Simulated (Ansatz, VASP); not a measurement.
# WS2 in VASP and in Ansatz

```
W S
1.0
     3.18556    0.00000    0.00000
    -1.59278    2.75878    0.00000
     0.00000    0.00000   14.69349
W S
2 4
Direct
  0.33333 0.66667 0.24884
  0.66667 0.33333 0.75116
  0.33333 0.66667 0.64418
  0.66667 0.33333 0.14193
  0.33333 0.66667 0.85807
  0.66667 0.33333 0.35582
```

Alike in both runs: task relaxation of cell and atoms; functional PBE; k mesh 12 × 12 × 2; occupations gaussian, width 0.02 eV; no spin polarisation.

```csv
,VASP,Ansatz
version,VASP 6.6.1,Ansatz 0.2.0
potentials or method,"VASP PAW PBE potentials, release 64 (W_sv, S), cutoff 500 eV","scalar-relativistic, plane waves, PAW"
valence electrons in the cell,52,52
```

Ansatz gave:

| Quantity | Value |
| --- | --- |
| gap on the k mesh at the Fermi level, each at its own relaxed structure (eV) | 1.61 |
| relaxed volume (Å³/atom) | 21.57 |
| relaxed cell length with the largest relative difference (Å) | 14.705 |

Which values does VASP return?

gap on the k mesh at the Fermi level, each at its own relaxed structure (eV): 1.62; relaxed volume (Å³/atom): 21.54; relaxed cell length with the largest relative difference (Å): 14.689.

Neither program's run includes spin-orbit coupling.
